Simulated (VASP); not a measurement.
# TiAsO4 (Cmcm) in VASP: single point with r2SCAN+U

Aim: the single point of TiAsO4 with r2SCAN+U.

All numbers are computed with VASP 6.6.1; they aren't measurements. Logs are shortened: lines on timing, memory, paths and dates and some standing lists are left out, and cuts for length are marked.

## 1. The cell of the first run

It takes space group Cmcm (No. 63, orthorhombic). Conventional cell: a = 5.667 Å, b = 8.384 Å, c = 5.943 Å, α = 90.00°, β = 90.00°, γ = 90.00°. O (site symmetry m) has 1 As at 1.72 Å and 2 Ti at 2.09 Å within 2.3 Å. O (site symmetry m) has 1 As at 1.66 Å and 1 Ti at 1.98 Å within 2.2 Å. Within 2.2 Å of As (site symmetry m2m) lie 4 O at 1.66 to 1.72 Å. Within 2.6 Å of Ti (site symmetry 2/m) lie 6 O at 1.98 to 2.09 Å.

## 2. Single point, r2SCAN+U

Contents of POSCAR:

```
TiAsO4
1.0
    2.8334532230      4.1921682069      0.0000000000
    2.8334532230     -4.1921682069      0.0000000000
    0.0000000000      0.0000000000     -5.9433998316
O As Ti
8 2 2
Direct
    0.7144474767      0.7721638578      0.7500000000
    0.2855525233      0.2278361422      0.2500000000
    0.7721638578      0.7144474767      0.2500000000
    0.2278361422      0.2855525233      0.7500000000
    0.2358492122      0.7641507878      0.9809477615
    0.7641507878      0.2358492122      0.4809477615
    0.7641507878      0.2358492122      0.0190522385
    0.2358492122      0.7641507878      0.5190522385
    0.3481269953      0.6518730047      0.7500000000
    0.6518730047      0.3481269953      0.2500000000
    0.0000000000      0.0000000000      0.0000000000
    0.0000000000      0.0000000000      0.5000000000
```

Contents of INCAR.step1:

```
SYSTEM = TiAsO4
PREC = Accurate
ENCUT = 520
ISMEAR = -1
SIGMA = 0.05
LREAL = .FALSE.
LASPH = .TRUE.
NELM = 150
LMAXMIX = 4
LDAU = .TRUE.
LDAUTYPE = 2
LDAUL = -1 -1 2
LDAUU = 0 0 3.51
LDAUJ = 0 0 0
NBANDS = 53
GGA = PE
ALGO = Normal
EDIFF = 1E-4
LWAVE = .TRUE.
LCHARG = .FALSE.
```

Contents of INCAR.step2:

```
SYSTEM = TiAsO4
PREC = Accurate
ENCUT = 520
EDIFF = 1E-6
ISMEAR = -1
SIGMA = 0.05
LREAL = .FALSE.
LASPH = .TRUE.
NELM = 150
ALGO = Normal
ISIF = 2
LWAVE = .FALSE.
LCHARG = .FALSE.
LMAXMIX = 4
LDAU = .TRUE.
LDAUTYPE = 2
LDAUL = -1 -1 2
LDAUU = 0 0 3.51
LDAUJ = 0 0 0
LDAUPRINT = 1
METAGGA = R2SCAN
LMIXTAU = .TRUE.
NBANDS = 53
ISTART = 1
```

Contents of KPOINTS:

```
Automatic mesh
0
G
  5 5 3
  0 0 0
```

Potentials or basis: VASP PAW PBE potentials, release 64 (O, As, Ti_sv).

On the command line:

```
cat potpaw_PBE.64/O/POTCAR potpaw_PBE.64/As/POTCAR potpaw_PBE.64/Ti_sv/POTCAR > POTCAR
cp INCAR.step1 INCAR
mpirun -np 1 vasp_std > vasp.out
cp INCAR.step2 INCAR
mpirun -np 1 vasp_std > vasp.out
```

OUTCAR:

```text
SYSTEM = TiAsO4
   PREC = Accurate
   ENCUT = 520
   EDIFF = 1E-6
   ISMEAR = -1
   LREAL = .FALSE.
   LASPH = .TRUE.
   NELM = 150
   ISIF = 2
   METAGGA = R2SCAN
   ISTART = 1

 ion  position               nearest neighbor table
   1  0.714  0.772  0.750-   9 1.72  11 2.09  12 2.09
   2  0.286  0.228  0.250-  10 1.72  11 2.09  12 2.09
   3  0.772  0.714  0.250-  10 1.72  11 2.09  12 2.09
   4  0.228  0.286  0.750-   9 1.72  11 2.09  12 2.09
   5  0.236  0.764  0.981-   9 1.66  11 1.98
   6  0.764  0.236  0.481-  10 1.66  12 1.98
   7  0.764  0.236  0.019-  10 1.66  11 1.98
   8  0.236  0.764  0.519-   9 1.66  12 1.98
   9  0.348  0.652  0.750-   5 1.66   8 1.66   1 1.72   4 1.72
  10  0.652  0.348  0.250-   6 1.66   7 1.66   2 1.72   3 1.72
  11  0.000  0.000  0.000-   5 1.98   7 1.98   3 2.09   4 2.09   1 2.09   2 2.09
  12  0.000  0.000  0.500-   6 1.98   8 1.98   3 2.09   4 2.09   1 2.09   2 2.09

  LATTYP: Found a base centered orthorhombic cell.
 ALAT       =     5.6669064460
 B/A-ratio  =     1.4795261742
 C/A-ratio  =     1.0487908859

  Lattice vectors:

 A1 = (   2.8334532230,   4.1921682069,   0.0000000000)
 A2 = (   2.8334532230,  -4.1921682069,   0.0000000000)
 A3 = (   0.0000000000,   0.0000000000,  -5.9433998316)

Analysis of symmetry for initial positions (statically):
=====================================================================
 Subroutine PRICEL returns:
 Original cell was already a primitive cell.

 Routine SETGRP: Setting up the symmetry group for a
 base centered orthorhombic supercell.

 Subroutine GETGRP returns: Found  8 space group operations
 (whereof  4 operations were pure point group operations)
 out of a pool of  8 trial point group operations.

The static configuration has the point symmetry C_2h.
 The point group associated with its full space group is D_2h.

Analysis of symmetry for dynamics (positions and initial velocities):
=====================================================================
 Subroutine PRICEL returns:
 Original cell was already a primitive cell.

 Routine SETGRP: Setting up the symmetry group for a
 base centered orthorhombic supercell.

 Subroutine GETGRP returns: Found  8 space group operations
 (whereof  4 operations were pure point group operations)
 out of a pool of  8 trial point group operations.

The dynamic configuration has the point symmetry C_2h.
 The point group associated with its full space group is D_2h.

 Subroutine INISYM returns: Found  8 space group operations
 (whereof  4 operations are pure point group operations),
 and found     1 'primitive' translations

----------------------------------------------------------------------------------------

                                     Primitive cell

  volume of cell :     141.1951

  direct lattice vectors                    reciprocal lattice vectors
     2.833453223  4.192168207  0.000000000     0.176463121  0.119270023  0.000000000
     2.833453223 -4.192168207  0.000000000     0.176463121 -0.119270023  0.000000000
     0.000000000  0.000000000 -5.943399832     0.000000000  0.000000000 -0.168253866

  length of vectors
     5.059914173  5.059914173  5.943399832     0.212989605  0.212989605  0.168253866

  position of ions in fractional coordinates (direct lattice)
     0.714447477  0.772163858  0.750000000
[... 137 lines left out ...]
spin component  1

  0.0655  0.0000  0.0000 -0.0213  0.0000
  0.0000  0.1061  0.0962  0.0000 -0.0713
  0.0000  0.0962  0.3478  0.0000 -0.0529
 -0.0213  0.0000  0.0000  0.1265  0.0000
  0.0000 -0.0713 -0.0529  0.0000  0.1859

spin component  2

  0.0655  0.0000  0.0000 -0.0213  0.0000
  0.0000  0.1061  0.0962  0.0000 -0.0713
  0.0000  0.0962  0.3478  0.0000 -0.0529
 -0.0213  0.0000  0.0000  0.1265  0.0000
  0.0000 -0.0713 -0.0529  0.0000  0.1859

 occupancies and eigenvectors

  o =  0.0515  v =  0.0000 -0.8948  0.2212  0.0000 -0.3877  0.0000  0.0000  0.0000  0.0000  0.0000      0.0000  0.0000  0.0000  0.0000  0.0000  0.0000  0.0000  0.0000  0.0000  0.0000
  o =  0.0515  v =  0.0000  0.0000  0.0000  0.0000  0.0000  0.0000 -0.8948  0.2212  0.0000 -0.3877      0.0000  0.0000  0.0000  0.0000  0.0000  0.0000  0.0000  0.0000  0.0000  0.0000
  o =  0.0587  v =  0.9538  0.0000 -0.0000  0.3005  0.0000  0.0000  0.0000  0.0000  0.0000  0.0000      0.0000  0.0000  0.0000  0.0000  0.0000  0.0000  0.0000  0.0000  0.0000  0.0000
  o =  0.0587  v =  0.0000  0.0000  0.0000  0.0000  0.0000  0.9538  0.0000 -0.0000  0.3005  0.0000      0.0000  0.0000  0.0000  0.0000  0.0000  0.0000  0.0000  0.0000  0.0000  0.0000
  o =  0.1332  v =  0.0000  0.0000  0.0000  0.0000  0.0000 -0.3005  0.0000 -0.0000  0.9538  0.0000      0.0000  0.0000  0.0000  0.0000  0.0000  0.0000  0.0000  0.0000  0.0000  0.0000
  o =  0.1332  v = -0.3005  0.0000 -0.0000  0.9538  0.0000  0.0000  0.0000  0.0000  0.0000  0.0000      0.0000  0.0000  0.0000  0.0000  0.0000  0.0000  0.0000  0.0000  0.0000  0.0000
  o =  0.1816  v =  0.0000 -0.2675  0.4294 -0.0000  0.8626  0.0000  0.0000  0.0000  0.0000  0.0000      0.0000  0.0000  0.0000  0.0000  0.0000  0.0000  0.0000  0.0000  0.0000  0.0000
  o =  0.1816  v =  0.0000  0.0000  0.0000  0.0000  0.0000  0.0000 -0.2675  0.4294 -0.0000  0.8626      0.0000  0.0000  0.0000  0.0000  0.0000  0.0000  0.0000  0.0000  0.0000  0.0000
  o =  0.4067  v =  0.0000  0.0000  0.0000  0.0000  0.0000 -0.0000  0.3573  0.8756  0.0000 -0.3251      0.0000  0.0000  0.0000  0.0000  0.0000  0.0000  0.0000  0.0000  0.0000  0.0000
  o =  0.4067  v = -0.0000  0.3573  0.8756  0.0000 -0.3251  0.0000  0.0000  0.0000  0.0000  0.0000      0.0000  0.0000  0.0000  0.0000  0.0000  0.0000  0.0000  0.0000  0.0000  0.0000

atom =  12  type =  3  l = 2

 onsite density matrix

spin component  1

  0.0655  0.0000  0.0000  0.0213  0.0000
  0.0000  0.1061 -0.0962  0.0000  0.0713
  0.0000 -0.0962  0.3478  0.0000 -0.0529
  0.0213  0.0000  0.0000  0.1265  0.0000
  0.0000  0.0713 -0.0529  0.0000  0.1859

spin component  2

  0.0655  0.0000  0.0000  0.0213  0.0000
  0.0000  0.1061 -0.0962  0.0000  0.0713
  0.0000 -0.0962  0.3478  0.0000 -0.0529
  0.0213  0.0000  0.0000  0.1265  0.0000
  0.0000  0.0713 -0.0529  0.0000  0.1859

 occupancies and eigenvectors

  o =  0.0515  v =  0.0000 -0.8948 -0.2212  0.0000  0.3877  0.0000  0.0000  0.0000  0.0000  0.0000      0.0000  0.0000  0.0000  0.0000  0.0000  0.0000  0.0000  0.0000  0.0000  0.0000
  o =  0.0515  v =  0.0000  0.0000  0.0000  0.0000  0.0000  0.0000 -0.8948 -0.2212  0.0000  0.3877      0.0000  0.0000  0.0000  0.0000  0.0000  0.0000  0.0000  0.0000  0.0000  0.0000
  o =  0.0587  v =  0.0000  0.0000  0.0000  0.0000  0.0000 -0.9538  0.0000  0.0000  0.3005  0.0000      0.0000  0.0000  0.0000  0.0000  0.0000  0.0000  0.0000  0.0000  0.0000  0.0000
  o =  0.0587  v = -0.9538  0.0000  0.0000  0.3005  0.0000  0.0000  0.0000  0.0000  0.0000  0.0000      0.0000  0.0000  0.0000  0.0000  0.0000  0.0000  0.0000  0.0000  0.0000  0.0000
  o =  0.1332  v = -0.3005  0.0000  0.0000 -0.9538  0.0000  0.0000  0.0000  0.0000  0.0000  0.0000      0.0000  0.0000  0.0000  0.0000  0.0000  0.0000  0.0000  0.0000  0.0000  0.0000
  o =  0.1332  v =  0.0000  0.0000  0.0000  0.0000  0.0000 -0.3005  0.0000  0.0000 -0.9538  0.0000      0.0000  0.0000  0.0000  0.0000  0.0000  0.0000  0.0000  0.0000  0.0000  0.0000
  o =  0.1816  v =  0.0000  0.0000  0.0000  0.0000  0.0000  0.0000 -0.2675 -0.4294  0.0000 -0.8626      0.0000  0.0000  0.0000  0.0000  0.0000  0.0000  0.0000  0.0000  0.0000  0.0000
  o =  0.1816  v =  0.0000 -0.2675 -0.4294  0.0000 -0.8626  0.0000  0.0000  0.0000  0.0000  0.0000      0.0000  0.0000  0.0000  0.0000  0.0000  0.0000  0.0000  0.0000  0.0000  0.0000
  o =  0.4067  v =  0.0000  0.3573 -0.8756  0.0000  0.3251  0.0000  0.0000  0.0000  0.0000  0.0000      0.0000  0.0000  0.0000  0.0000  0.0000  0.0000  0.0000  0.0000  0.0000  0.0000
  o =  0.4067  v =  0.0000  0.0000  0.0000  0.0000  0.0000  0.0000  0.3573 -0.8756  0.0000  0.3251      0.0000  0.0000  0.0000  0.0000  0.0000  0.0000  0.0000  0.0000  0.0000  0.0000

 number of electron      81.9999993 magnetization

 Free energy of the ion-electron system (eV)
  ---------------------------------------------------
  ext. energy  EPLUGINS =         0.00000000
  ---------------------------------------------------
  free energy    TOTEN  =      -123.79418395 eV

  energy without entropy =     -123.79360715  energy(sigma->0) =     -123.79389555

 E-fermi :   5.9761     XC(G=0): -11.1120

 val. band max:        5.6965811571   @ k =   0.2000   0.2000   0.3333
 cond. band min:       6.2354807356   @ k =  -0.4000   0.4000   0.3333
 fundamental gap:      0.5388995785
 Fermi energy:         5.9761318655

 k-point     1 :       0.0000    0.0000    0.0000
  band No.  band energies     occupation
      1     -55.7740      2.00000
      2     -55.7409      2.00000
      3     -31.3291      2.00000
      4     -31.2591      2.00000
      5     -30.9324      2.00000
      6     -30.8539      2.00000
[... 997 lines left out ...]
     52      10.7646      0.00000
     53      11.4413      0.00000

------------------------ aborting loop because EDIFF is reached ----------------------------------------

  FORCE on cell =-STRESS in cart. coord.  units (eV):
  Direction    XX          YY          ZZ          XY          YZ          ZX
  --------------------------------------------------------------------------------------
  -------------------------------------------------------------------------------------
  Total        2.5464054      3.0303001      2.7157376      0.0000000      0.0000000      0.0000000
  in kB       28.8947167     34.3855940     30.8161724      0.0000000      0.0000000      0.0000000
  external PRESSURE =      31.3654944 kB  Pullay stress =       0.0000000 kB

 VOLUME and BASIS-vectors are now :
 -----------------------------------------------------------------------------
  energy-cutoff  :      520.00
  volume of cell :      141.20
      direct lattice vectors                 reciprocal lattice vectors
     2.833453223  4.192168207  0.000000000     0.176463121  0.119270023  0.000000000
     2.833453223 -4.192168207  0.000000000     0.176463121 -0.119270023  0.000000000
     0.000000000  0.000000000 -5.943399832     0.000000000  0.000000000 -0.168253866

 POSITION                                       TOTAL-FORCE (eV/Angst)
 -----------------------------------------------------------------------------------
      4.21224     -0.24196     -4.45755         0.123605      0.136060      0.000000
      1.45466      0.24196     -1.48585        -0.123605     -0.136060     -0.000000
      4.21224      0.24196     -1.48585         0.123605     -0.136060     -0.000000
      1.45466     -0.24196     -4.45755        -0.123605      0.136060      0.000000
      2.83345     -2.21473     -5.83016         0.000000     -0.112885     -0.347268
      2.83345      2.21473     -2.85846         0.000000      0.112885     -0.347268
      2.83345      2.21473     -0.11324         0.000000      0.112885      0.347268
      2.83345     -2.21473     -3.08493         0.000000     -0.112885      0.347268
      2.83345     -1.27335     -4.45755         0.000000      0.213074     -0.000000
      2.83345      1.27335     -1.48585         0.000000     -0.213074      0.000000
      0.00000      0.00000      0.00000         0.000000      0.000000     -0.000000
      0.00000      0.00000     -2.97170         0.000000      0.000000     -0.000000
 -----------------------------------------------------------------------------------
    total drift:                               -0.000000      0.000000      0.000000

  FREE ENERGIE OF THE ION-ELECTRON SYSTEM (eV)
  ---------------------------------------------------
  free  energy   TOTEN  =      -123.7941839506 eV

  energy  without entropy=     -123.7936071450  energy(sigma->0) =     -123.79389555
```

Wall time 8.9 min (1 thread of Intel Xeon Platinum 8259CL at 2.50GHz (Skylake/Cascade Lake), shared host); peak memory 0.35 GiB.

What came out:

| Property | Result |
| --- | --- |
| Free energy | -123.7942 eV |
| Pressure | 3.1 GPa |
| Largest force | 0.365 eV/Å |
| Band gap on the k mesh | 0.54 eV (least direct gap 0.97 eV) |

Forces on the atoms (eV/Å):
```
O    0.124  0.136  0.000
O   -0.124 -0.136  0.000
O    0.124 -0.136  0.000
O   -0.124  0.136  0.000
O    0.000 -0.113 -0.347
O    0.000  0.113 -0.347
O    0.000  0.113  0.347
O    0.000 -0.113  0.347
As   0.000  0.213  0.000
As   0.000 -0.213  0.000
Ti   0.000  0.000  0.000
Ti   0.000  0.000  0.000
```

Levels at points of the mesh, in eV from the valence-band top:
```
           k point  band 38  band 39  band 40  band 41  band 42  band 43  band 44  band 45
(0.00, 0.00, 0.00)    -3.61    -3.46    -3.23    -0.90     1.56     1.57     1.79     1.86
```

Eigenvalues of the final occupation matrices:
| site | spin | trace | eigenvalues |
| --- | --- | --- | --- |
| site 11 d | 1 | 0.83 | 0.05 0.06 0.13 0.18 0.41 |
| site 11 d | 2 | 0.83 | 0.05 0.06 0.13 0.18 0.41 |
| site 12 d | 1 | 0.83 | 0.05 0.06 0.13 0.18 0.41 |
| site 12 d | 2 | 0.83 | 0.05 0.06 0.13 0.18 0.41 |

Caveat: the cell stands under pressure; semilocal functionals underestimate gaps, and a narrow one can read as zero; the PAW data sets were made with another functional, which shifts forces and pressure a little. A k mesh can miss the band edges.
